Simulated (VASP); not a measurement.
# TiC (Fm-3m) in VASP: further runs

Runs on TiC. Level: PBEsol. Tasks: single point, relaxation of cell and atoms.

All numbers are computed with VASP 6.6.1; they aren't measurements. Logs are shortened: lines on timing, memory, paths and dates and some standing lists are left out, and cuts for length are marked.

### Step 1. The cell of the first run

It takes space group Fm-3m (No. 225, cubic). The conventional cell has a = 4.293 Å, b = 4.293 Å, c = 4.293 Å, α = 90.00°, β = 90.00°, γ = 90.00°. Ti (site symmetry m-3m) has 6 C at 2.15 Å within 2.8 Å. Within 2.8 Å of C (site symmetry m-3m) lie 6 Ti at 2.15 Å.

### Step 2. Single point, PBEsol

File INCAR:

```
SYSTEM = TiC
PREC = Accurate ; ENCUT = 520
EDIFF = 1E-6 ; ISMEAR = -5
SIGMA = 0.1 ; LREAL = .FALSE.
LASPH = .TRUE. ; NELM = 60
ALGO = Normal ; ISIF = 2
LWAVE = .FALSE. ; LCHARG = .FALSE.
GGA = PS ; NBANDS = 15
```

File KPOINTS:

```
regular mesh
0
G
  16 16 16
  0 0 0
```

File POSCAR:

```
TiC
1.0
    0.0000000000      2.1466480148      2.1466480148
    2.1466480148      0.0000000000      2.1466480148
    2.1466480148      2.1466480148      0.0000000000
Ti C
1 1
Direct
    0.0000000000      0.0000000000      0.0000000000
    0.5000000000      0.5000000000      0.5000000000
```

Potentials or basis: VASP PAW PBE potentials, release 64 (Ti_sv, C).

The run is started by

```sh
$ cat potpaw_PBE.64/Ti_sv/POTCAR potpaw_PBE.64/C/POTCAR > POTCAR
$ mpirun -np 1 vasp_std > vasp.out
```

OUTCAR:

```text
SYSTEM = TiC
   PREC = Accurate
   ENCUT = 520
   EDIFF = 1E-6
   ISMEAR = -5
   LREAL = .FALSE.
   LASPH = .TRUE.
   NELM = 60
   ISIF = 2
   GGA = PS

 ion  position               nearest neighbor table
   1  0.000  0.000  0.000-   2 2.15   2 2.15   2 2.15   2 2.15   2 2.15   2 2.15
   2  0.500  0.500  0.500-   1 2.15   1 2.15   1 2.15   1 2.15   1 2.15   1 2.15

  LATTYP: Found a face centered cubic cell.
 ALAT       =     4.2932960296

  Lattice vectors:

 A1 = (   0.0000000000,   2.1466480148,   2.1466480148)
 A2 = (   2.1466480148,   0.0000000000,   2.1466480148)
 A3 = (   2.1466480148,   2.1466480148,   0.0000000000)

Analysis of symmetry for initial positions (statically):
=====================================================================
 Subroutine PRICEL returns:
 Original cell was already a primitive cell.

 Routine SETGRP: Setting up the symmetry group for a
 face centered cubic supercell.

 Subroutine GETGRP returns: Found 48 space group operations
 (whereof 48 operations were pure point group operations)
 out of a pool of 48 trial point group operations.

The static configuration has the point symmetry O_h .

Analysis of symmetry for dynamics (positions and initial velocities):
=====================================================================
 Subroutine PRICEL returns:
 Original cell was already a primitive cell.

 Routine SETGRP: Setting up the symmetry group for a
 face centered cubic supercell.

 Subroutine GETGRP returns: Found 48 space group operations
 (whereof 48 operations were pure point group operations)
 out of a pool of 48 trial point group operations.

The dynamic configuration has the point symmetry O_h .

 Subroutine INISYM returns: Found 48 space group operations
 (whereof 48 operations are pure point group operations),
 and found     1 'primitive' translations

----------------------------------------------------------------------------------------

                                     Primitive cell

  volume of cell :      19.7839

  direct lattice vectors                    reciprocal lattice vectors
     0.000000000  2.146648015  2.146648015    -0.232921278  0.232921278  0.232921278
     2.146648015  0.000000000  2.146648015     0.232921278 -0.232921278  0.232921278
     2.146648015  2.146648015  0.000000000     0.232921278  0.232921278 -0.232921278

  length of vectors
     3.035818736  3.035818736  3.035818736     0.403431488  0.403431488  0.403431488

  position of ions in fractional coordinates (direct lattice)
     0.000000000  0.000000000  0.000000000
     0.500000000  0.500000000  0.500000000

  ion indices of the primitive-cell ions
   primitive index   ion index
                 1           1
                 2           2

----------------------------------------------------------------------------------------

 KPOINTS: regular mesh

Automatic generation of k-mesh.
 Grid dimensions read from file:
 generate k-points for:   16   16   16

 Generating k-lattice:

  Cartesian coordinates                     Fractional coordinates (reciprocal lattice)
    -0.014557580  0.014557580  0.014557580     0.062500000  0.000000000  0.000000000
     0.014557580 -0.014557580  0.014557580     0.000000000  0.062500000  0.000000000
     0.014557580  0.014557580 -0.014557580     0.000000000  0.000000000  0.062500000

  Length of vectors
     0.025214468  0.025214468  0.025214468

  Shift w.r.t. Gamma in fractional coordinates (k-lattice)
     0.000000000  0.000000000  0.000000000

 TETIRR: Found    570 inequivalent tetrahedra from    24576

 Subroutine IBZKPT returns following result:
 ===========================================

 Found    145 irreducible k-points:

 Following reciprocal coordinates:
            Coordinates               Weight
  0.000000  0.000000  0.000000      1.000000
  0.062500  0.000000  0.000000      8.000000
  0.125000  0.000000  0.000000      8.000000
  0.187500  0.000000  0.000000      8.000000
  0.250000  0.000000  0.000000      8.000000
  0.312500  0.000000  0.000000      8.000000
[... 16 lines left out ...]
 -0.125000  0.062500  0.000000     24.000000
 -0.062500  0.062500  0.000000     12.000000
 [... further k-points ...]
   k-points           NKPTS =    145   k-points in BZ     NKDIM =    145   number of bands    NBANDS=     15
   number of dos      NEDOS =    301   number of ions     NIONS =      2
   total plane-waves  NPLWV =  13824
   dimension x,y,z NGX =    24 NGY =   24 NGZ =   24
   dimension x,y,z NGXF=    48 NGYF=   48 NGZF=   48
   ions per type =               1   1
   NGX,Y,Z   is equivalent  to a cutoff of  13.14, 13.14, 13.14 a.u.
   NGXF,Y,Z  is equivalent  to a cutoff of  26.29, 26.29, 26.29 a.u.
 SYSTEM =  TiC
   PREC   = accura    normal or accurate (medium, high low for compatibility)
   ISTART =      0    job   : 0-new  1-cont  2-samecut
   ICHARG =      2    charge: 1-file 2-atom 10-const
   ISPIN  =      1    spin polarized calculation?
   LNONCOLLINEAR =      F non collinear calculations
   LSORBIT =      F    spin-orbit coupling
   LASPH  =      T    aspherical Exc in radial PAW
   ENCUT  =  520.0 eV  38.22 Ry    6.18 a.u.   5.64  5.64  5.64*2*pi/ulx,y,z
   NELM   =     60;   NELMIN=  2; NELMDL= -5     # of ELM steps
   EDIFF  = 0.1E-05   stopping-criterion for ELM
   LREAL  =      F    real-space projection
[... 7 lines left out ...]
   TEBEG  =    0.0;   TEEND  =   0.0 temperature during run
   PSTRESS=    0.0 pullay stress
   NELECT =      16.0000    total number of electrons
   NUPDOWN=      -1.0000    fix difference up-down
   EMIN   =  10.00;   EMAX   =-10.00  energy-range for DOS
   EFERMI =   0.00;   METHOD = LEGACY
   ISMEAR =    -5;   SIGMA  =   0.10  broadening in eV -4-tet -1-fermi 0-gaus
   EFERMI_NEDOS =   21; number of points for ismear=-14 and -15
   IALGO  =     38    algorithm
   IMIX   =      4    mixing-type and parameters
     AMIX     =   0.40;   BMIX     =  1.00
     AMIX_MAG =   1.60;   BMIX_MAG =  1.00
  volume/ion in A,a.u.               =       9.89        66.75
  Fermi-wavevector in a.u.,A,eV,Ry     =   1.525260  2.882324 31.652855  2.326419
  Thomas-Fermi vector in A             =   2.633455
   LORBIT       =      0    0 simple, 1 ext, 2 COOP (PROOUT), +10 PAW based schemes
   GGA     = PS    functional components
   LHFCALC =     F    Hartree Fock is set to
   AEXX    =    0.0000 exact exchange contribution
   IVDW    =     0    specifies the selected vdW correction
   LEPSILON=     F    determine dielectric tensor
   LRPA    =     F    only Hartree local field effects (RPA)
 non-spin polarized calculation
 Fermi weights with tetrahedron method with Bloechl corrections
  energy-cutoff  :      520.00
  volume of cell :       19.78
 maximum number of plane-waves:       544
   NGX = 11   NGY = 11   NGZ = 11

 number of electron      16.0000003 magnetization

 Free energy of the ion-electron system (eV)
  ---------------------------------------------------
  ext. energy  EPLUGINS =         0.00000000
  ---------------------------------------------------
  free energy    TOTEN  =       -19.80178582 eV

  energy without entropy =      -19.80178582  energy(sigma->0) =      -19.80178582

 E-fermi :   9.6371     XC(G=0): -12.9981

 val. band max:        9.6159476647   @ k =   0.5000   0.5000   0.0000
 cond. band min:       9.5539071108   @ k =   0.3750   0.3125   0.0000
 fundamental gap:     -0.0620405539
 Fermi energy:         9.6371186702

 k-point     1 :       0.0000    0.0000    0.0000
  band No.  band energies     occupation
      1     -46.6365      2.00000
      2     -22.7484      2.00000
      3     -22.7484      2.00000
      4     -22.7484      2.00000
      5      -2.8749      2.00000
      6      10.2886      0.00000
      7      10.2886      0.00000
      8      10.2886      0.00000
      9      11.3548      0.00000
     10      11.3548      0.00000
     11      11.3548      0.00000
     12      11.3990      0.00000
     13      11.3990      0.00000
     14      20.4876      0.00000
     15      23.6480      0.00000

 k-point     2 :       0.0625    0.0000    0.0000
  band No.  band energies     occupation
      1     -46.6333      2.00000
      2     -22.7706      2.00000
      3     -22.7505      2.00000
      4     -22.7505      2.00000
      5      -2.7827      2.00000
      6       9.8423      0.62046
      7      10.0951     -0.15885
      8      10.0951     -0.24324
      9      10.6659      0.00000
     10      10.6659      0.00000
     11      11.5955      0.00000
     12      12.4169      0.00000
     13      12.4169      0.00000
     14      20.6451      0.00000
     15      23.7043      0.00000

 k-point     3 :       0.1250    0.0000    0.0000
  band No.  band energies     occupation
      1     -46.6242      2.00000
      2     -22.8335      2.00000
      3     -22.7563      2.00000
      4     -22.7563      2.00000
      5      -2.5119      2.00000
      6       8.9523      2.01859
      7       9.3214      2.02471
      8       9.3214      2.07031
      9      10.7340      0.00000
     10      10.7340      0.00000
     11      11.9346      0.00000
     12      13.5167      0.00000
     13      13.5167      0.00000
     14      21.0235      0.00000
     15      23.7809      0.00000

 k-point     4 :       0.1875    0.0000    0.0000
  band No.  band energies     occupation
      1     -46.6106      2.00000
      2     -22.9264      2.00000
      3     -22.7650      2.00000
      4     -22.7650      2.00000
      5      -2.0797      2.00000
      6       7.9088      2.00000
      7       8.5402      2.00000
      8       8.5402      2.00000
      9      11.0296      0.00000
     10      11.0296      0.00000
     11      12.2327      0.00000
     12      14.6182      0.00000
     13      14.6182      0.00000
     14      21.2940      0.00000
     15      23.8418      0.00000
[... 307 lines left out ...]
 k-point    22 :      -0.1875    0.0625    0.0000
  band No.  band energies     occupation
      1     -46.6031      2.00000
      2     -22.9652      2.00000
      3     -22.7904      2.00000
      4     -22.7609      2.00000
      5      -1.8385      2.00000
      6       7.4395      2.00000
      7       8.1019      2.00000
      8       8.3600      2.00000
      9      10.9406      0.00000
     10      11.4664      0.00000
     11      12.5065      0.00000
     12      14.3698      0.00000
     13      15.5813      0.00000
     14      21.4040      0.00000
     15      23.8627      0.00000

 k-point    23 :      -0.1250    0.0625    0.0000
  band No.  band energies     occupation
      1     -46.6175      2.00000
      2     -22.8700      2.00000
      3     -22.7770      2.00000
      4     -22.7533      2.00000
      5      -2.3102      2.00000
      6       8.4653      2.00000
      7       8.8009      2.00000
      8       8.9919      2.00000
      9      10.6118      0.00000
     10      11.2021      0.00000
     11      12.2548      0.00000
     12      13.3655      0.00000
     13      14.5190      0.00000
     14      21.2764      0.00000
     15      23.7958      0.00000

 k-point    24 :      -0.0625    0.0625    0.0000
  band No.  band energies     occupation
      1     -46.6281      2.00000
      2     -22.8013      2.00000
      3     -22.7630      2.00000
      4     -22.7497      2.00000
      5      -2.6318      2.00000
      6       9.3855      1.93603
      7       9.5576      1.51663
      8       9.5916      1.35690
      9      10.4046      0.00000
     10      11.0298      0.00000
     11      11.9531      0.00000
     12      12.5489      0.00000
     13      13.4374      0.00000
     14      20.8867      0.00000
     15      23.7690      0.00000

 [... further k-points ...]

------------------------ aborting loop because EDIFF is reached ----------------------------------------

  FORCE on cell =-STRESS in cart. coord.  units (eV):
  Direction    XX          YY          ZZ          XY          YZ          ZX
  --------------------------------------------------------------------------------------
  -------------------------------------------------------------------------------------
  Total        0.0315662      0.0315662      0.0315662      0.0000000      0.0000000      0.0000000
  in kB        2.5563540      2.5563540      2.5563540      0.0000000      0.0000000      0.0000000
  external PRESSURE =       2.5563540 kB  Pullay stress =       0.0000000 kB

 VOLUME and BASIS-vectors are now :
 -----------------------------------------------------------------------------
  energy-cutoff  :      520.00
  volume of cell :       19.78
      direct lattice vectors                 reciprocal lattice vectors
     0.000000000  2.146648015  2.146648015    -0.232921278  0.232921278  0.232921278
     2.146648015  0.000000000  2.146648015     0.232921278 -0.232921278  0.232921278
     2.146648015  2.146648015  0.000000000     0.232921278  0.232921278 -0.232921278

 POSITION                                       TOTAL-FORCE (eV/Angst)
 -----------------------------------------------------------------------------------
      0.00000      0.00000      0.00000        -0.000000      0.000000      0.000000
      2.14665      2.14665      2.14665         0.000000      0.000000     -0.000000
 -----------------------------------------------------------------------------------
    total drift:                                0.000000     -0.000000     -0.000000

  FREE ENERGIE OF THE ION-ELECTRON SYSTEM (eV)
  ---------------------------------------------------
  free  energy   TOTEN  =       -19.8017858199 eV

  energy  without entropy=      -19.8017858199  energy(sigma->0) =      -19.80178582
```

It took 42 s on 1 thread of Intel Xeon 8259CL, shared host; peak memory 0.17 GiB.

What came out:

```yaml
Free_energy: -19.8018 eV
Pressure: 0.3 GPa
Band_gap_on_the_k_mesh: zero (bands 8 and 9 overlap by 1.08 eV)
```

Caveat: the PAW data sets were made with another functional, which shifts forces and pressure a little; tetrahedron occupations give inexact forces and stress in metals.

### Step 3. Relaxation of cell and atoms, PBEsol

This run uses another cell than the first one, of 10.17 Å³/atom.

File INCAR:

```
PREC     = Accurate       # precision mode
ENCUT    = 600            # plane-wave cutoff, eV
EDIFF    = 1E-6           # SCF threshold, eV
ISMEAR   = -5             # smearing method
SIGMA    = 0.1            # smearing width, eV
LREAL    = F              # projectors in reciprocal space
LASPH    = T              # aspherical terms in the spheres
NELM     = 100            # most SCF steps
ALGO     = Normal         # electronic algorithm
ISIF     = 3              # what is computed and relaxed
LWAVE    = F              # write WAVECAR
LCHARG   = F              # write CHGCAR
GGA      = PS             # functional
IBRION   = 2              # ionic algorithm
NSW      = 70             # ionic steps
EDIFFG   = -0.02          # ionic threshold
```

File KPOINTS:

```
Automatic mesh
0
Gamma
  16 16 16
```

File POSCAR:

```
TiC
1.0
    0.0000000000      2.1664107360      2.1664107360
    2.1664107360      0.0000000000      2.1664107360
    2.1664107360      2.1664107360      0.0000000000
Ti C
1 1
Direct
    0.0000000000      0.0000000000      0.0000000000
    0.5000000000      0.5000000000      0.5000000000
```

Potentials or basis: VASP PAW PBE potentials, release 64 (Ti_sv, C).

The run is started by

```sh
$ cat potpaw_PBE.64/Ti_sv/POTCAR potpaw_PBE.64/C/POTCAR > POTCAR
$ mpirun -np 1 vasp_std > vasp.out
```

Wall time 91 s (1 thread of Intel Xeon 8259CL, shared host); peak memory 0.19 GiB.

The run converged. Its results:

```yaml
Free_energy: -19.8029 eV
Relaxed_volume: 9.90 Å³/atom
Relaxed_cell: a = 3.037 Å, b = 3.037 Å, c = 3.037 Å, α = 60.00°, β = 60.00°, γ = 60.00°
Space_group_after_relaxing_to_0.1_Å: Fm-3m (No. 225)
Energy_gained_by_relaxing: 5.8 meV/atom
Ionic_steps: 3
Pressure_after_relaxing: -0.1 GPa
Band_gap_on_the_k_mesh: zero (bands 8 and 9 overlap by 1.08 eV)
```

The path:
| step | energy change (eV) | largest force (eV/Å) | pressure (GPa) | volume (Å³) |
| --- | --- | --- | --- | --- |
| 1 | 0.0000 | 0.0000 | -6.79 | 20.34 |
| 2 | 0.0102 | 0.0000 | 10.25 | 19.09 |
| 3 | -0.0117 | 0.0000 | -0.07 | 19.80 |

Final structure:
```
Ti C
1.0
     0.00000    2.14726    2.14726
     2.14726    0.00000    2.14726
     2.14726    2.14726    0.00000
Ti C
1 1
Direct
  0.00000 0.00000 0.00000
  0.50000 0.50000 0.50000
```

Levels at points of the mesh, in eV from the Fermi level:
```
           k point  band 6  band 7  band 8  band 9  band 10  band 11
(0.00, 0.00, 0.00)    0.65    0.65    0.65    1.72     1.72     1.72
(0.50, 0.00, 0.00)   -6.01   -3.00   -3.00    3.00     3.00     4.24
(0.50, 0.50, 0.00)   -3.48   -1.77   -0.02   -0.02     2.81     3.63
```

Caveat: the PAW data sets were made with another functional, which shifts forces and pressure a little; tetrahedron occupations give inexact forces and stress in metals.
